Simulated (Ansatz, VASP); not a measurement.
**AlO2: VASP beside Ansatz**

```
Al O
1.0
     1.48816   -5.40283    0.00000
     1.48816    5.40283    0.00000
     0.00000    0.00000    3.64661
Al O
2 4
Cartesian
  1.4882 1.8168 0.9117
  1.4882 -1.8168 2.7350
  1.4882 -2.2240 0.9117
  1.4882 2.2240 2.7350
  1.4882 -4.7429 0.9117
  1.4882 4.7429 2.7350
```

Alike in both runs: task single point; functional PBE; k mesh 6 × 6 × 6; occupations gaussian, width 0.1 eV; collinear spin.

|  | VASP | Ansatz |
| --- | --- | --- |
| version | VASP 6.6.1 | Ansatz 0.2.0 |
| potentials or method | VASP PAW PBE potentials, release 64 (Al, O), cutoff 520 eV | scalar-relativistic, plane waves, PAW |
| valence electrons in the cell | 30 | 30 |

```tsv
	VASP	Ansatz	Ansatz less VASP
gap on the k mesh at the Fermi level (eV)	none	none	-
pressure (GPa)	-0.4	-0.3	+0.13
traceless stress, the component that is largest in VASP (GPa)	0.19	0.06	-0.130
rms of the force components (eV/Å)	0.017	0.022	+0.0043
net moment per atom (μB)	0.32	0.32	0.000
size of the moment on the site where the two differ most (μB)	0.73	0.75	+0.019
```

Site moments also hang on the region over which each program counts them. Atom by atom the forces differ by 0.005 eV/Å (rms over components). A gap of «none» marks a metal or a gap that the smearing closes. With one functional, cell and mesh, what is left measures potentials, basis and numerics.

The k mesh is coarse, so the values compare programs but aren't converged.
